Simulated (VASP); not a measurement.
# TiNi (Pm-3m) in VASP: single point with PBEsol

Aim: the single point of TiNi with PBEsol.

Everything below comes from runs of VASP 6.6.1. Logs are shortened: lines on timing, memory, paths and dates and some standing lists are left out, and cuts for length are marked.

### 1 The cell of the first run

Symmetry: Pm-3m, No. 221, cubic system. The conventional cell has a = 2.988 Å, b = 2.988 Å, c = 2.988 Å, α = 90.00°, β = 90.00°, γ = 90.00°. Within 3.4 Å of Ti (site symmetry m-3m) lie 8 Ni at 2.59 Å and 6 Ti at 2.99 Å. Within 3.4 Å of Ni (site symmetry m-3m) lie 8 Ti at 2.59 Å and 6 Ni at 2.99 Å.

### 2 Single point, PBEsol

The input, INCAR:

```
SYSTEM = TiNi
  PREC = Accurate
  ENCUT = 520
  EDIFF = 1E-7
  ISMEAR = 0
  SIGMA = 0.05
  LREAL = .False.
  LASPH = .True.
  NELM = 80
  ALGO = Normal
  ISIF = 2
  LWAVE = .False.
  LCHARG = .False.
  GGA = PS
  NBANDS = 18
```

The input, KPOINTS:

```
Automatic mesh
0
Gamma
  14 14 14
  0 0 0
```

The input, POSCAR:

```
TiNi
1.0
    2.9880661300      0.0000000000      0.0000000000
    0.0000000000      2.9880661300      0.0000000000
    0.0000000000      0.0000000000      2.9880661300
Ti Ni
1 1
Direct
    0.5000000000      0.5000000000      0.5000000000
    0.0000000000      0.0000000000      0.0000000000
```

Potentials or basis: VASP PAW PBE potentials, release 64 (Ti_sv, Ni).

Run with:

```console
$ cat potpaw_PBE.64/Ti_sv/POTCAR potpaw_PBE.64/Ni/POTCAR > POTCAR
$ mpirun -np 1 vasp_std > vasp.out
```

OUTCAR:

```text
SYSTEM = TiNi
   PREC = Accurate
   ENCUT = 520
   EDIFF = 1E-7
   ISMEAR = 0
   LREAL = .False.
   LASPH = .True.
   NELM = 80
   ISIF = 2
   GGA = PS

 ion  position               nearest neighbor table
   1  0.500  0.500  0.500-   2 2.59   2 2.59   2 2.59   2 2.59   2 2.59   2 2.59   2 2.59   2 2.59

   2  0.000  0.000  0.000-   1 2.59   1 2.59   1 2.59   1 2.59   1 2.59   1 2.59   1 2.59   1 2.59

  LATTYP: Found a simple cubic cell.
 ALAT       =     2.9880661300

  Lattice vectors:

 A1 = (   2.9880661300,   0.0000000000,   0.0000000000)
 A2 = (   0.0000000000,   2.9880661300,   0.0000000000)
 A3 = (   0.0000000000,   0.0000000000,   2.9880661300)

Analysis of symmetry for initial positions (statically):
=====================================================================
 Subroutine PRICEL returns:
 Original cell was already a primitive cell.

 Routine SETGRP: Setting up the symmetry group for a
 simple cubic supercell.

 Subroutine GETGRP returns: Found 48 space group operations
 (whereof 48 operations were pure point group operations)
 out of a pool of 48 trial point group operations.

The static configuration has the point symmetry O_h .

Analysis of symmetry for dynamics (positions and initial velocities):
=====================================================================
 Subroutine PRICEL returns:
 Original cell was already a primitive cell.

 Routine SETGRP: Setting up the symmetry group for a
 simple cubic supercell.

 Subroutine GETGRP returns: Found 48 space group operations
 (whereof 48 operations were pure point group operations)
 out of a pool of 48 trial point group operations.

The dynamic configuration has the point symmetry O_h .

 Subroutine INISYM returns: Found 48 space group operations
 (whereof 48 operations are pure point group operations),
 and found     1 'primitive' translations

----------------------------------------------------------------------------------------

                                     Primitive cell

  volume of cell :      26.6791

  direct lattice vectors                    reciprocal lattice vectors
     2.988066130  0.000000000  0.000000000     0.334664615  0.000000000  0.000000000
     0.000000000  2.988066130  0.000000000     0.000000000  0.334664615  0.000000000
     0.000000000  0.000000000  2.988066130     0.000000000  0.000000000  0.334664615

  length of vectors
     2.988066130  2.988066130  2.988066130     0.334664615  0.334664615  0.334664615

  position of ions in fractional coordinates (direct lattice)
     0.500000000  0.500000000  0.500000000
     0.000000000  0.000000000  0.000000000

  ion indices of the primitive-cell ions
   primitive index   ion index
                 1           1
                 2           2

----------------------------------------------------------------------------------------

 KPOINTS: Automatic mesh

Automatic generation of k-mesh.
 Grid dimensions read from file:
 generate k-points for:   14   14   14

 Generating k-lattice:

  Cartesian coordinates                     Fractional coordinates (reciprocal lattice)
     0.023904615  0.000000000  0.000000000     0.071428571  0.000000000  0.000000000
     0.000000000  0.023904615  0.000000000     0.000000000  0.071428571  0.000000000
     0.000000000  0.000000000  0.023904615     0.000000000  0.000000000  0.071428571

  Length of vectors
     0.023904615  0.023904615  0.023904615

  Shift w.r.t. Gamma in fractional coordinates (k-lattice)
     0.000000000  0.000000000  0.000000000

 Subroutine IBZKPT returns following result:
 ===========================================

 Found    120 irreducible k-points:

 Following reciprocal coordinates:
            Coordinates               Weight
  0.000000  0.000000  0.000000      1.000000
  0.071429  0.000000  0.000000      6.000000
  0.142857  0.000000  0.000000      6.000000
  0.214286  0.000000  0.000000      6.000000
  0.285714  0.000000  0.000000      6.000000
  0.357143  0.000000  0.000000      6.000000
[... 16 lines left out ...]
  0.285714  0.214286  0.000000     24.000000
  0.357143  0.214286  0.000000     24.000000
 [... further k-points ...]
   k-points           NKPTS =    120   k-points in BZ     NKDIM =    120   number of bands    NBANDS=     18
   number of dos      NEDOS =    301   number of ions     NIONS =      2
   total plane-waves  NPLWV =  13824
   dimension x,y,z NGX =    24 NGY =   24 NGZ =   24
   dimension x,y,z NGXF=    48 NGYF=   48 NGZF=   48
   ions per type =               1   1
   NGX,Y,Z   is equivalent  to a cutoff of  13.35, 13.35, 13.35 a.u.
   NGXF,Y,Z  is equivalent  to a cutoff of  26.71, 26.71, 26.71 a.u.
 SYSTEM =  TiNi
   PREC   = accura    normal or accurate (medium, high low for compatibility)
   ISTART =      0    job   : 0-new  1-cont  2-samecut
   ICHARG =      2    charge: 1-file 2-atom 10-const
   ISPIN  =      1    spin polarized calculation?
   LNONCOLLINEAR =      F non collinear calculations
   LSORBIT =      F    spin-orbit coupling
   LASPH  =      T    aspherical Exc in radial PAW
   ENCUT  =  520.0 eV  38.22 Ry    6.18 a.u.   5.56  5.56  5.56*2*pi/ulx,y,z
   NELM   =     80;   NELMIN=  2; NELMDL= -5     # of ELM steps
   EDIFF  = 0.1E-06   stopping-criterion for ELM
   LREAL  =      F    real-space projection
   EDIFFG = 0.1E-05   stopping-criterion for IOM
   NSW    =      0    number of steps for IOM
   IBRION =     -1    ionic relax: 0-MD 1-quasi-New 2-CG
   NFREE  =      0    steps in history (QN), initial steepest desc. (CG)
   ISIF   =      2    stress and relaxation
   ISYM   =      2    0-nonsym 1-usesym 2-fastsym
   POTIM  = 0.5000    time-step for ionic-motion
   TEBEG  =    0.0;   TEEND  =   0.0 temperature during run
   PSTRESS=    0.0 pullay stress
   NELECT =      22.0000    total number of electrons
   NUPDOWN=      -1.0000    fix difference up-down
   EMIN   =  10.00;   EMAX   =-10.00  energy-range for DOS
   EFERMI =   0.00;   METHOD = LEGACY
   ISMEAR =     0;   SIGMA  =   0.05  broadening in eV -4-tet -1-fermi 0-gaus
   EFERMI_NEDOS =   21; number of points for ismear=-14 and -15
   IALGO  =     38    algorithm
   IMIX   =      4    mixing-type and parameters
     AMIX     =   0.40;   BMIX     =  1.00
     AMIX_MAG =   1.60;   BMIX_MAG =  1.00
  volume/ion in A,a.u.               =      13.34        90.02
  Fermi-wavevector in a.u.,A,eV,Ry     =   1.535178  2.901067 32.065840  2.356773
  Thomas-Fermi vector in A             =   2.642003
   LORBIT       =      0    0 simple, 1 ext, 2 COOP (PROOUT), +10 PAW based schemes
   GGA     = PS    functional components
   LHFCALC =     F    Hartree Fock is set to
   AEXX    =    0.0000 exact exchange contribution
   IVDW    =     0    specifies the selected vdW correction
   LEPSILON=     F    determine dielectric tensor
   LRPA    =     F    only Hartree local field effects (RPA)
 non-spin polarized calculation
 Gauss-broadening in eV      SIGMA  =   0.05
  energy-cutoff  :      520.00
  volume of cell :       26.68
 maximum number of plane-waves:       739
 NGX is ok and might be reduce to    24
   NGX = 11   NGY = 11   NGZ = 11

 number of electron      21.9999986 magnetization

 Free energy of the ion-electron system (eV)
  ---------------------------------------------------
  ext. energy  EPLUGINS =         0.00000000
  ---------------------------------------------------
  free energy    TOTEN  =       -15.19923663 eV

  energy without entropy =      -15.19528362  energy(sigma->0) =      -15.19726013

 E-fermi :   9.4411     XC(G=0): -12.6643

 val. band max:        9.4343834702   @ k =   0.3571   0.0714   0.0000
 cond. band min:       9.4457333326   @ k =   0.3571   0.2857   0.2857
 fundamental gap:      0.0113498624
 Fermi energy:         9.4410737511

 k-point     1 :       0.0000    0.0000    0.0000
  band No.  band energies     occupation
      1     -47.4824      2.00000
      2     -23.6752      2.00000
      3     -23.6752      2.00000
      4     -23.6752      2.00000
      5       1.6359      2.00000
      6       5.5728      2.00000
[... 10 lines left out ...]
     17      18.1429      0.00000
     18      18.1429      0.00000

 k-point     2 :       0.0714    0.0000    0.0000
  band No.  band energies     occupation
      1     -47.4809      2.00000
      2     -23.6904      2.00000
      3     -23.6741      2.00000
      4     -23.6741      2.00000
      5       1.7363      2.00000
      6       5.6134      2.00000
[... 10 lines left out ...]
     17      18.3781      0.00000
     18      18.3781      0.00000

 k-point     3 :       0.1429    0.0000    0.0000
  band No.  band energies     occupation
      1     -47.4764      2.00000
      2     -23.7328      2.00000
      3     -23.6708      2.00000
      4     -23.6708      2.00000
      5       2.0325      2.00000
      6       5.7283      2.00000
[... 10 lines left out ...]
     17      19.0221      0.00000
     18      19.0221      0.00000

 k-point     4 :       0.2143    0.0000    0.0000
  band No.  band energies     occupation
      1     -47.4700      2.00000
      2     -23.7936      2.00000
      3     -23.6662      2.00000
      4     -23.6662      2.00000
      5       2.5091      2.00000
      6       5.8813      2.00000
[... 375 lines left out ...]
      4     -23.6565      2.00000
      5       3.2805      2.00000
      6       6.0450      2.00000
[... 10 lines left out ...]
     17      17.5290      0.00000
     18      21.2287      0.00000

 k-point    23 :       0.2857    0.2143    0.0000
  band No.  band energies     occupation
      1     -47.4512      2.00000
      2     -23.8464      2.00000
      3     -23.7733      2.00000
      4     -23.6509      2.00000
      5       3.8127      2.00000
      6       6.0873      2.00000
[... 10 lines left out ...]
     17      17.9149      0.00000
     18      22.0976      0.00000

 k-point    24 :       0.3571    0.2143    0.0000
  band No.  band energies     occupation
      1     -47.4450      2.00000
      2     -23.9041      2.00000
      3     -23.7670      2.00000
      4     -23.6459      2.00000
      5       4.4005      2.00000
      6       6.0550      2.00000
[... 10 lines left out ...]
     17      18.6494      0.00000
     18      22.8098      0.00000

 [... further k-points ...]
[... 5 lines left out ...]
  --------------------------------------------------------------------------------------
  -------------------------------------------------------------------------------------
  Total       -0.5155997     -0.5155997     -0.5155997     -0.0000000     -0.0000000      0.0000000
  in kB      -30.9636822    -30.9636822    -30.9636822     -0.0000000     -0.0000000      0.0000000
  external PRESSURE =     -30.9636822 kB  Pullay stress =       0.0000000 kB

 VOLUME and BASIS-vectors are now :
 -----------------------------------------------------------------------------
  energy-cutoff  :      520.00
  volume of cell :       26.68
      direct lattice vectors                 reciprocal lattice vectors
     2.988066130  0.000000000  0.000000000     0.334664615  0.000000000  0.000000000
     0.000000000  2.988066130  0.000000000     0.000000000  0.334664615  0.000000000
     0.000000000  0.000000000  2.988066130     0.000000000  0.000000000  0.334664615

 POSITION                                       TOTAL-FORCE (eV/Angst)
 -----------------------------------------------------------------------------------
      1.49403      1.49403      1.49403         0.000000      0.000000      0.000000
      0.00000      0.00000      0.00000         0.000000      0.000000      0.000000
 -----------------------------------------------------------------------------------
    total drift:                                0.000000      0.000000     -0.000000

  FREE ENERGIE OF THE ION-ELECTRON SYSTEM (eV)
  ---------------------------------------------------
  free  energy   TOTEN  =       -15.1992366339 eV

  energy  without entropy=      -15.1952836217  energy(sigma->0) =      -15.19726013
```

Wall time 59 s (1 thread of Intel Xeon 8259CL, shared host); peak memory 0.18 GiB.

What came out:

```
Free energy            : -15.1992 eV
Pressure               : -3.1 GPa
Band gap on the k mesh : zero (band 11 reaches 9.96 eV, above the bottom of band 12 at 8.21 eV)
```

Levels at points of the mesh, in eV from the Fermi level:
| k point | band 9 | band 10 | band 11 | band 12 | band 13 | band 14 |
| --- | --- | --- | --- | --- | --- | --- |
| (0.00, 0.00, 0.00) | -1.96 | -1.96 | 0.47 | 0.47 | 2.63 | 2.63 |
| (0.50, 0.00, 0.00) | -2.07 | -1.66 | -0.72 | -0.57 | 0.66 | 0.66 |
| (0.50, 0.50, 0.00) | -1.25 | -0.71 | 0.52 | 0.52 | 0.94 | 2.33 |
| (0.50, 0.50, 0.50) | -2.13 | -2.13 | -1.23 | -1.23 | 3.16 | 3.16 |

Caveat: the PAW data sets were made with another functional, which shifts forces and pressure a little.
